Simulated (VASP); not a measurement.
Wanted: the native input for a VASP 6.6.1 run.

| Item | Value |
| --- | --- |
| Task | relaxation of cell and atoms |
| Functional | PBEsol |
| Potentials or basis | VASP PAW PBE potentials, release 64 (Sr_sv) |
| Cutoff | 600 eV |
| k mesh | 6 × 6 × 6 |
| Occupations | methfessel-paxton, width 0.05 eV |
| Spin | no spin polarisation |
| Dipole correction | no |
| Further INCAR settings | ALGO = Normal; EDIFF = 1e-06; IBRION = 2; EDIFFG = -0.01; NSW = 80; ISIF = 3 |

The structure of Sr lies in POSCAR:

```
Sr
1.0
    0.0000000000      3.0423500000      3.0423500000
    3.0423500000      0.0000000000      3.0423500000
    3.0423500000      3.0423500000      0.0000000000
Sr
1
Direct
    0.0000000000      0.0000000000      0.0000000000
```

One way to write it, as run:

INCAR

```
SYSTEM = Sr
  ALGO = Normal
  EDIFF = 1E-6
  EDIFFG = -0.01
  ENCUT = 600
  GGA = PS
  IBRION = 2
  ISIF = 3
  ISMEAR = 1
  LASPH = .TRUE.
  LCHARG = .FALSE.
  LREAL = .FALSE.
  LWAVE = .FALSE.
  NELM = 60
  NSW = 80
  PREC = Accurate
  SIGMA = 0.05
```

KPOINTS

```
k-points
0
G
  6 6 6
  0 0 0
```

Potentials or basis: VASP PAW PBE potentials, release 64 (Sr_sv).

Launch:

```console
$ cat potpaw_PBE.64/Sr_sv/POTCAR > POTCAR
$ mpirun -np 1 vasp_std > vasp.out
```

It gave:

```json
{
 "Relaxed volume": "52.23 Å³/atom",
 "Relaxed cell": "a = 4.196 Å, b = 4.196 Å, c = 4.196 Å, α = 60.00°, β = 60.00°, γ = 60.00°",
 "Space group after relaxing (to 0.05 Å)": "Fm-3m (No. 225)",
 "Energy gained by relaxing": "11.3 meV/atom",
 "Ionic steps": "3",
 "Pressure after relaxing": "0.0 GPa",
 "Band gap on the k mesh": "0.03 eV, direct"
}
```

Caveat: the PAW data sets were made with another functional, which shifts forces and pressure a little.

It took 43 s on 1 thread of Intel Xeon 8259CL, on a shared host, peak memory 0.21 GiB.
